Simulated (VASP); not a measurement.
# BN (P3m1) in VASP: a series of runs, part 2 of 2

VASP 6.6.1. Earlier steps stand in the parts before.

### 4 Single point, r2SCAN (atoms displaced along a vibrational mode)

Contents of POSCAR:

```
BN
1.0
    2.5439665234      0.0000000000      0.0000000000
   -1.2719832617      2.2031396356      0.0000000000
    0.0000000000      0.0000000000      4.2077449346
B N
2 2
Direct
    0.6666666667      0.3333333333      1.0182986090
    0.3333333333      0.6666666667      0.4813005728
    0.6666666667      0.3333333333      0.5984639976
    0.3333333333      0.6666666667      0.1519368206
```

Contents of INCAR.step1:

```
SYSTEM = BN
PREC = Accurate
ENCUT = 520
ISMEAR = 0
SIGMA = 0.05
LREAL = .False.
LASPH = .True.
NELM = 80
NBANDS = 16
GGA = PE
ALGO = Normal
EDIFF = 1E-4
LWAVE = .True.
LCHARG = .False.
```

Contents of INCAR.step2:

```
SYSTEM = BN
PREC = Accurate
ENCUT = 520
EDIFF = 1E-7
ISMEAR = 0
SIGMA = 0.05
LREAL = .False.
LASPH = .True.
NELM = 80
ALGO = Normal
ISIF = 2
LWAVE = .False.
LCHARG = .False.
METAGGA = R2SCAN
LMIXTAU = .True.
NBANDS = 16
ISTART = 1
```

Contents of KPOINTS:

```
Automatic mesh
0
Gamma
  12 12 6
  0 0 0
```

Potentials or basis: VASP PAW PBE potentials, release 64 (B, N).

Run with:

```
$ cat potpaw_PBE.64/B/POTCAR potpaw_PBE.64/N/POTCAR > POTCAR
$ cp INCAR.step1 INCAR
$ mpirun -np 1 vasp_std > vasp.out
$ cp INCAR.step2 INCAR
$ mpirun -np 1 vasp_std > vasp.out
```

OUTCAR:

```text
SYSTEM = BN
   PREC = Accurate
   ENCUT = 520
   EDIFF = 1E-7
   ISMEAR = 0
   LREAL = .False.
   LASPH = .True.
   NELM = 80
   ISIF = 2
   METAGGA = R2SCAN
   ISTART = 1

 ion  position               nearest neighbor table
   1  0.667  0.333  0.018-   4 1.57   4 1.57   4 1.57   3 1.77
   2  0.333  0.667  0.481-   4 1.39   3 1.55   3 1.55   3 1.55
   3  0.667  0.333  0.598-   2 1.55   2 1.55   2 1.55   1 1.77
   4  0.333  0.667  0.152-   2 1.39   1 1.57   1 1.57   1 1.57

  LATTYP: Found a hexagonal cell.
 ALAT       =     2.5439665234
 C/A-ratio  =     1.6540095539

  Lattice vectors:

 A1 = (   2.5439665234,   0.0000000000,   0.0000000000)
 A2 = (  -1.2719832617,   2.2031396356,   0.0000000000)
 A3 = (   0.0000000000,   0.0000000000,   4.2077449346)

Analysis of symmetry for initial positions (statically):
=====================================================================
 Subroutine PRICEL returns:
 Original cell was already a primitive cell.

 Routine SETGRP: Setting up the symmetry group for a
 hexagonal supercell.

 Subroutine GETGRP returns: Found  6 space group operations
 (whereof  6 operations were pure point group operations)
 out of a pool of 24 trial point group operations.

The static configuration has the point symmetry C_3v.

Analysis of symmetry for dynamics (positions and initial velocities):
=====================================================================
 Subroutine PRICEL returns:
 Original cell was already a primitive cell.

 Routine SETGRP: Setting up the symmetry group for a
 hexagonal supercell.

 Subroutine GETGRP returns: Found  6 space group operations
 (whereof  6 operations were pure point group operations)
 out of a pool of 24 trial point group operations.

The dynamic configuration has the point symmetry C_3v.

 Subroutine INISYM returns: Found  6 space group operations
 (whereof  6 operations are pure point group operations),
 and found     1 'primitive' translations

----------------------------------------------------------------------------------------

                                     Primitive cell

  volume of cell :      23.5832

  direct lattice vectors                    reciprocal lattice vectors
     2.543966523  0.000000000  0.000000000     0.393086934  0.226948847  0.000000000
    -1.271983262  2.203139636  0.000000000     0.000000000  0.453897694  0.000000000
     0.000000000  0.000000000  4.207744935     0.000000000  0.000000000  0.237656991

  length of vectors
     2.543966523  2.543966523  4.207744935     0.453897694  0.453897694  0.237656991

  position of ions in fractional coordinates (direct lattice)
     0.666666667  0.333333333  0.018298609
     0.333333333  0.666666667  0.481300573
     0.666666667  0.333333333  0.598463998
     0.333333333  0.666666667  0.151936821

  ion indices of the primitive-cell ions
   primitive index   ion index
                 1           1
                 2           2
                 3           3
                 4           4

----------------------------------------------------------------------------------------

 KPOINTS: Automatic mesh

Automatic generation of k-mesh.
 Grid dimensions read from file:
 generate k-points for:   12   12    6

 Generating k-lattice:

  Cartesian coordinates                     Fractional coordinates (reciprocal lattice)
     0.032757244  0.018912404  0.000000000     0.083333333 -0.000000000  0.000000000
     0.000000000  0.037824808  0.000000000     0.000000000  0.083333333  0.000000000
     0.000000000  0.000000000  0.039609498     0.000000000  0.000000000  0.166666667

  Length of vectors
     0.037824808  0.037824808  0.039609498

  Shift w.r.t. Gamma in fractional coordinates (k-lattice)
     0.000000000  0.000000000  0.000000000

 Subroutine IBZKPT returns following result:
 ===========================================

 Found    100 irreducible k-points:

 Following reciprocal coordinates:
            Coordinates               Weight
  0.000000  0.000000  0.000000      1.000000
  0.083333  0.000000  0.000000      6.000000
  0.166667  0.000000  0.000000      6.000000
  0.250000  0.000000  0.000000      6.000000
  0.333333 -0.000000  0.000000      6.000000
  0.416667  0.000000  0.000000      6.000000
[... 16 lines left out ...]
  0.166667  0.000000  0.166667      6.000000
  0.000000  0.166667  0.166667      6.000000
 [... further k-points ...]
   k-points           NKPTS =    100   k-points in BZ     NKDIM =    100   number of bands    NBANDS=     16
   number of dos      NEDOS =    301   number of ions     NIONS =      4
   total plane-waves  NPLWV =  12800
   dimension x,y,z NGX =    20 NGY =   20 NGZ =   32
   dimension x,y,z NGXF=    40 NGYF=   40 NGZF=   64
   ions per type =               2   2
   NGX,Y,Z   is equivalent  to a cutoff of  13.07, 13.07, 12.64 a.u.
   NGXF,Y,Z  is equivalent  to a cutoff of  26.14, 26.14, 25.29 a.u.
 SYSTEM =  BN
   PREC   = accura    normal or accurate (medium, high low for compatibility)
   ISTART =      1    job   : 0-new  1-cont  2-samecut
   ICHARG =      0    charge: 1-file 2-atom 10-const
   ISPIN  =      1    spin polarized calculation?
   LNONCOLLINEAR =      F non collinear calculations
   LSORBIT =      F    spin-orbit coupling
   LASPH  =      T    aspherical Exc in radial PAW
   ENCUT  =  520.0 eV  38.22 Ry    6.18 a.u.   4.73  4.73  7.82*2*pi/ulx,y,z
   NELM   =     80;   NELMIN=  2; NELMDL=  0     # of ELM steps
   EDIFF  = 0.1E-06   stopping-criterion for ELM
   LREAL  =      F    real-space projection
   EDIFFG = 0.1E-05   stopping-criterion for IOM
   NSW    =      0    number of steps for IOM
   IBRION =     -1    ionic relax: 0-MD 1-quasi-New 2-CG
   NFREE  =      0    steps in history (QN), initial steepest desc. (CG)
   ISIF   =      2    stress and relaxation
   ISYM   =      2    0-nonsym 1-usesym 2-fastsym
   POTIM  = 0.5000    time-step for ionic-motion
   TEBEG  =    0.0;   TEEND  =   0.0 temperature during run
   PSTRESS=    0.0 pullay stress
   NELECT =      16.0000    total number of electrons
   NUPDOWN=      -1.0000    fix difference up-down
   EMIN   =  10.00;   EMAX   =-10.00  energy-range for DOS
   EFERMI =   0.00;   METHOD = LEGACY
   ISMEAR =     0;   SIGMA  =   0.05  broadening in eV -4-tet -1-fermi 0-gaus
   EFERMI_NEDOS =   21; number of points for ismear=-14 and -15
   IALGO  =     38    algorithm
   IMIX   =      4    mixing-type and parameters
     AMIX     =   0.40;   BMIX     =  1.00
     AMIX_MAG =   1.60;   BMIX_MAG =  1.00
  volume/ion in A,a.u.               =       5.90        39.79
  Fermi-wavevector in a.u.,A,eV,Ry     =   1.438513  2.718396 28.154815  2.069321
  Thomas-Fermi vector in A             =   2.557472
   LORBIT       =      0    0 simple, 1 ext, 2 COOP (PROOUT), +10 PAW based schemes
   METAGGA = R2SCAN    functional components
   LHFCALC =     F    Hartree Fock is set to
   AEXX    =    0.0000 exact exchange contribution
   IVDW    =     0    specifies the selected vdW correction
   LEPSILON=     F    determine dielectric tensor
   LRPA    =     F    only Hartree local field effects (RPA)
 non-spin polarized calculation
 Gauss-broadening in eV      SIGMA  =   0.05
  energy-cutoff  :      520.00
  volume of cell :       23.58
 maximum number of plane-waves:       652
 NGX is ok and might be reduce to    20
   NGX =  9   NGY =  9   NGZ = 15

 number of electron      16.0000002 magnetization

 Free energy of the ion-electron system (eV)
  ---------------------------------------------------
  ext. energy  EPLUGINS =         0.00000000
  ---------------------------------------------------
  free energy    TOTEN  =       -37.35989153 eV

  energy without entropy =      -37.35989153  energy(sigma->0) =      -37.35989153

 E-fermi :   7.7738     XC(G=0): -13.6199

 val. band max:        7.5521983523   @ k =   0.0000   0.0000   0.0000
 cond. band min:      13.0727558360   @ k =   0.3333   0.3333   0.0000
 fundamental gap:      5.5205574838
 Fermi energy:         7.7737648965

 k-point     1 :       0.0000    0.0000    0.0000
  band No.  band energies     occupation
      1     -14.4634      2.00000
      2      -9.6748      2.00000
      3      -3.9567      2.00000
      4       4.8420      2.00000
      5       4.8420      2.00000
      6       6.9832      2.00000
[... 8 lines left out ...]
     15      20.3982      0.00000
     16      26.2284      0.00000
[... 419 lines left out ...]
 k-point    24 :       0.0000    0.1667    0.1667
  band No.  band energies     occupation
      1     -13.7206      2.00000
      2      -9.6875      2.00000
      3      -2.6099      2.00000
      4       2.4455      2.00000
      5       3.9868      2.00000
      6       5.1288      2.00000
[... 8 lines left out ...]
     15      21.8181      0.00000
     16      24.9568      0.00000

 [... further k-points ...]
[... 5 lines left out ...]
  --------------------------------------------------------------------------------------
  -------------------------------------------------------------------------------------
  Total        0.4111984      0.4111984      5.3257072     -0.0000000     -0.0000000     -0.0000000
  in kB       27.9356735     27.9356735    361.8137323     -0.0000000     -0.0000000     -0.0000000
  external PRESSURE =     139.2283598 kB  Pullay stress =       0.0000000 kB

 VOLUME and BASIS-vectors are now :
 -----------------------------------------------------------------------------
  energy-cutoff  :      520.00
  volume of cell :       23.58
      direct lattice vectors                 reciprocal lattice vectors
     2.543966523  0.000000000  0.000000000     0.393086934  0.226948847  0.000000000
    -1.271983262  2.203139636  0.000000000     0.000000000  0.453897694  0.000000000
     0.000000000  0.000000000  4.207744935     0.000000000  0.000000000  0.237656991

 POSITION                                       TOTAL-FORCE (eV/Angst)
 -----------------------------------------------------------------------------------
      1.27198      0.73438      0.07700        -0.000000      0.000000     -1.866444
     -0.00000      1.46876      2.02519        -0.000000     -0.000000      5.165668
      1.27198      0.73438      2.51818         0.000000     -0.000000      4.458814
     -0.00000      1.46876      0.63931        -0.000000     -0.000000     -7.758038
 -----------------------------------------------------------------------------------
    total drift:                               -0.000000     -0.000000     -0.000841

  FREE ENERGIE OF THE ION-ELECTRON SYSTEM (eV)
  ---------------------------------------------------
  free  energy   TOTEN  =       -37.3598915335 eV

  energy  without entropy=      -37.3598915335  energy(sigma->0) =      -37.35989153
```

It took 3.1 min on 1 thread of Intel Xeon 8259CL, shared host; peak memory 0.16 GiB.

Results:

```yaml
Free_energy: -37.3599 eV
Pressure: 13.9 GPa
Largest_force: 7.758 eV/Å
Band_gap_on_the_k_mesh: 5.52 eV (least direct gap 8.25 eV)
```

Forces on the atoms (eV/Å):
```
B    0.000  0.000 -1.866
B    0.000  0.000  5.166
N    0.000  0.000  4.459
N    0.000  0.000 -7.758
```

Stress tensor (GPa, compression positive):
```
 2.79  0.00  0.00
 0.00  2.79  0.00
 0.00  0.00 36.18
```

Caveat: the cell differs from its parent crystal (atoms displaced along a vibrational mode); the cell stands under pressure; the PAW data sets were made with another functional, which shifts forces and pressure a little. A k mesh can miss the band edges.

### 5 The runs side by side

| cell | gap on the mesh (eV) | pressure (GPa) | largest force (eV/Å) |
| --- | --- | --- | --- |
| as given, atomic positions A | 3.89 | 83.5 | 34.72 |
| as given, atomic positions B | 5.02 | 39.1 | 17.40 |
| as given, atomic positions C | 5.52 | 13.9 | 7.76 |

Alike in all rows: task single point; level r2SCAN; potentials or basis VASP PAW PBE potentials, release 64 (B, N); no spin polarisation; k mesh 12 × 12 × 6; cutoff (eV) 520; smearing gaussian 0.05 eV.

Caveats: the cell stands under pressure; the PAW data sets were made with another functional, which shifts forces and pressure a little.

Absolute energies hang on the potentials; compare differences alone.
